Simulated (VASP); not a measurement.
Here is a VASP 6.6.1 calculation.

The input INCAR:

```
  ALGO = Normal
  EDIFF = 1E-6
  ENCUT = 520
  GGA = CA
  ISIF = 2
  ISMEAR = 0
  LASPH = True
  LCHARG = False
  LREAL = False
  LWAVE = False
  NBANDS = 13
  NELM = 100
  PREC = Accurate
  SIGMA = 0.05
```

KPOINTS

```
k-points
0
Gamma
  8 8 4
```

Contents of POSCAR:

```
Te
1.0
    3.7497829925      0.0000000000      0.0000000000
   -1.8748914962      3.2474073302      0.0000000000
    0.0000000000      0.0000000000      4.5941715297
Te
2
Direct
    0.3333333333      0.6666666667      0.2500000000
    0.6666666667      0.3333333333      0.7500000000
```

Potentials or basis: VASP PAW LDA potentials, release 64 (Te).

Launch:

```sh
$ cat potpaw_LDA.64/Te/POTCAR > POTCAR
$ mpirun -np 1 vasp_std > vasp.out
```

Task: Predict the pressure.

Result: 0.1 GPa.

Task: Predict the band gap on the k mesh.

Result: Zero (band 6 reaches 9.64 eV, above the bottom of band 7 at 6.55 eV).

Stress tensor (GPa, compression positive):
```
0.05 0.00 0.00
0.00 0.05 0.00
0.00 0.00 0.15
```

Caveat: spin-orbit coupling is left out, which moves the levels of the heavy elements.
